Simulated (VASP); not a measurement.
Wanted: the native input for a VASP 6.6.1 run.

| Property | Result |
| --- | --- |
| Task | single point |
| Functional | PBEsol |
| Potentials or basis | VASP PAW PBE potentials, release 64 (Co, O) |
| Cutoff | 520 eV |
| k mesh | 10 × 10 × 10 |
| Occupations | fermi-dirac, width 0.05 eV |
| Spin | collinear spin, ferromagnetic start |
| Starting moments | [2.0, 0.0] μB |
| Dipole correction | no |
| Further INCAR settings | ALGO = Normal; EDIFF = 1e-06; NBANDS = 18 |

The structure of CoO lies in POSCAR:

```
CoO
1.0
    1.6128308784      0.9311683418      2.5834678816
   -1.6128308784      0.9311683418      2.5834678816
    0.0000000000     -1.8623366835      2.5834678816
Co O
1 1
Direct
    0.9989783200      0.9989783200      0.9989783200
    0.7510210300      0.7510210300      0.7510210300
```

The input as run:

INCAR

```
ALGO = Normal
EDIFF = 1E-6
ENCUT = 520
GGA = PS
ISIF = 2
ISMEAR = -1
ISPIN = 2
LASPH = True
LCHARG = True
LELF = True
LMAXMIX = 4
LORBIT = 11
LREAL = False
LVHAR = True
LWAVE = False
MAGMOM = 2 0
NBANDS = 18
NELM = 150
PREC = Accurate
SIGMA = 0.05
```

KPOINTS

```
k-points
0
Gamma
  10 10 10
```

Potentials or basis: VASP PAW PBE potentials, release 64 (Co, O).

The run is started by

```console
$ cat potpaw_PBE.64/Co/POTCAR potpaw_PBE.64/O/POTCAR > POTCAR
$ mpirun -np 1 vasp_std > vasp.out
```

It gave:

```yaml
Pressure: -10.2 GPa
Largest_force: 0.200 eV/Å
Net_moment: 2.83 μB per cell
Site_moments: Co +2.43; O +0.32 μB
Valence_electrons_inside_the_program's_atomic_spheres: Co 7.97; O 4.96
```

Caveat: the PAW data sets were made with another functional, which shifts forces and pressure a little; a cell with one magnetic atom can't hold antiferromagnetic order, which such compounds often take.

Wall time 56 s on 1 thread of AMD EPYC 9R45 96-Core Processor (Zen 5) (shared host), peak memory 0.17 GiB.
